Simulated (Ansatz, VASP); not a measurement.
**P in VASP and in Ansatz**

Contents of INCAR:

```
SYSTEM = P
  PREC = Accurate
  ENCUT = 520
  EDIFF = 1E-7
  ISMEAR = 0
  SIGMA = 0.15
  LREAL = .False.
  LASPH = .True.
  NELM = 80
  ALGO = Normal
  ISIF = 2
  LWAVE = .False.
  LCHARG = .False.
  GGA = PS
  NBANDS = 12
```

Contents of KPOINTS:

```
Automatic mesh
0
Gamma
  18 18 18
  0 0 0
```

POSCAR

```
P
1.0
   -1.7422553444      2.5906199884      1.9147124599
    1.7422553444     -2.5906199884      1.9147124599
    1.7422553444      2.5906199884     -1.9147124599
P
2
Direct
    0.8033091100      0.0533091100      0.7500000000
    0.1966908900      0.9466908900      0.2500000000
```

Input for Ansatz:

```yaml
crystal:
  lattice:
    - [-1.7422553444, 2.5906199884, 1.9147124599]
    - [1.7422553444, -2.5906199884, 1.9147124599]
    - [1.7422553444, 2.5906199884, -1.9147124599]
  atoms:
    - { symbol: P, position: [0.80330911, 0.05330911, 0.75] }
    - { symbol: P, position: [0.19669089, 0.94669089, 0.25] }
basis:
  ecutwfc: 420
kpoints:
  mp_grid: { grid: [18, 18, 18] }
hamiltonian:
  xc: pbesol
scf:
  occupations: { method: gaussian, width: 0.15 }
output:
  forces: true
  stress: true
  eigenvalues: true
```

Change from the starting cell: strain +0.030 along x and y, +0.030 along z, atoms carried along.

Alike in both runs: task single point; functional PBEsol; k mesh 18 × 18 × 18; occupations gaussian, width 0.15 eV; no spin polarisation.

```csv
,VASP,Ansatz
version,VASP 6.6.1,Ansatz 0.2.0
potentials or method,"VASP PAW PBE potentials, release 64 (P), cutoff 520 eV","scalar-relativistic, plane waves, PAW"
valence electrons in the cell,10,10
```

|  | VASP | Ansatz | Ansatz less VASP |
| --- | --- | --- | --- |
| gap on the k mesh at the Fermi level (eV) | none | none | - |
| pressure (GPa) | -8.2 | -8.2 | -0.01 |
| traceless stress, the component that is largest in VASP (GPa) | 0.95 | 0.95 | -0.007 |
| rms of the force components (eV/Å) | 0.125 | 0.108 | -0.0169 |

VASP's potentials were made for PBE, not for PBEsol. Atom by atom the forces differ by 0.017 eV/Å (rms over components). A gap of «none» marks a metal or a gap that the smearing closes. With one functional, cell and mesh, what is left measures potentials, basis and numerics.
